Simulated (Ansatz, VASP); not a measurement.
One calculation of TiPt3, two programs

The input INCAR:

```
SYSTEM = TiPt3
PREC = Accurate
ENCUT = 500
EDIFF = 1E-6
ISMEAR = -1
SIGMA = 0.05
LREAL = .False.
LASPH = .True.
NELM = 120
ALGO = Normal
ISIF = 2
LWAVE = .False.
LCHARG = .False.
GGA = PS
NBANDS = 29
GGA_COMPAT = .False.
```

Contents of KPOINTS:

```
Automatic mesh
0
Gamma
  9 9 9
  0 0 0
```

Contents of POSCAR:

```
TiPt3
1.0
    3.8839664578      0.0000000000      0.0000000000
    0.0000000000      3.8839664578      0.0000000000
    0.0000000000      0.0000000000      3.8839664578
Ti Pt
1 3
Direct
    0.0000000000      0.0000000000      0.0000000000
    0.0000000000      0.5000000000      0.5000000000
    0.5000000000      0.0000000000      0.5000000000
    0.5000000000      0.5000000000      0.0000000000
```

Input for Ansatz:

```yaml
crystal:
  lattice:
    - [3.8839664578, 0.0, 0.0]
    - [0.0, 3.8839664578, 0.0]
    - [0.0, 0.0, 3.8839664578]
  atoms:
    - { symbol: Ti, position: [0.0, 0.0, 0.0] }
    - { symbol: Pt, position: [0.0, 0.5, 0.5] }
    - { symbol: Pt, position: [0.5, 0.0, 0.5] }
    - { symbol: Pt, position: [0.5, 0.5, 0.0] }
kpoints:
  mp_grid: { grid: [9, 9, 9] }
  band_path:
    path:
      - [0.0, 0.0, 0.0]
      - [0.0, 0.5, 0.0]
      - [0.5, 0.5, 0.0]
      - [0.0, 0.0, 0.0]
      - [0.5, 0.5, 0.5]
      - [0.0, 0.5, 0.0]
      - [0.5, 0.5, 0.5]
      - [0.5, 0.5, 0.0]
    npoints: 5
scf:
  occupations: { method: fermi_dirac, width: 0.05 }
hamiltonian:
  xc: pbesol
  pseudopotentials: { kind: all_electron, lapw: { basis_error: 0.0005 } }
output:
  forces: true
  stress: true
  eigenvalues: true
```

Change from the starting cell: volume scaled by 0.99.

Alike in both runs: task single point; functional PBEsol; k mesh 9 × 9 × 9; occupations fermi-dirac, width 0.05 eV; no spin polarisation.

|  | VASP | Ansatz |
| --- | --- | --- |
| version | VASP 6.6.1 | Ansatz 0.2.0 |
| potentials or method | VASP PAW PBE potentials, release 64 (Ti_sv, Pt), cutoff 500 eV | all-electron LAPW, scalar-relativistic |

|  | VASP | Ansatz | Ansatz less VASP |
| --- | --- | --- | --- |
| pressure (GPa) | 3.0 | 3.3 | +0.26 |

VASP's potentials were made for PBE, not for PBEsol. Ansatz ran all-electron here, and VASP with PAW potentials.

Neither program's run includes spin-orbit coupling.
